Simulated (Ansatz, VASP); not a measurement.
# KF: VASP beside Ansatz

```
K F
1.0
     3.69206    0.00000    0.00000
    -1.84603    3.19742    0.00000
     0.00000    0.00000    3.36265
K F
1 1
Direct
  0.00000 0.00000 0.50000
  0.66667 0.33333 0.00000
```

Change from the starting cell: species swapped into the GdTe type (P-6m2, No. 187).

Alike in both runs: functional PBE; k mesh 6 × 6 × 8; occupations gaussian, width 0.02 eV; no spin polarisation.

Ansatz relaxed the structure, and its values are those at the end. VASP's run is a single point on that final structure, the one shown.

|  | VASP | Ansatz |
| --- | --- | --- |
| version | VASP 6.6.1 | Ansatz 0.2.0 |
| potentials or method | VASP PAW PBE potentials, release 64 (K_sv, F), cutoff 520 eV | scalar-relativistic, plane waves, PAW |
| valence electrons in the cell | 16 | 16 |

Ansatz gave:

| Quantity | Value |
| --- | --- |
| gap on the k mesh at the Fermi level (eV) | 5.65 |
| least direct gap on the mesh (eV) | 5.65 |
| pressure (GPa) | 0.0 |

Problem. Which values does VASP return?

Solution. gap on the k mesh at the Fermi level (eV): 5.63; least direct gap on the mesh (eV): 5.63; pressure (GPa): 0.0.
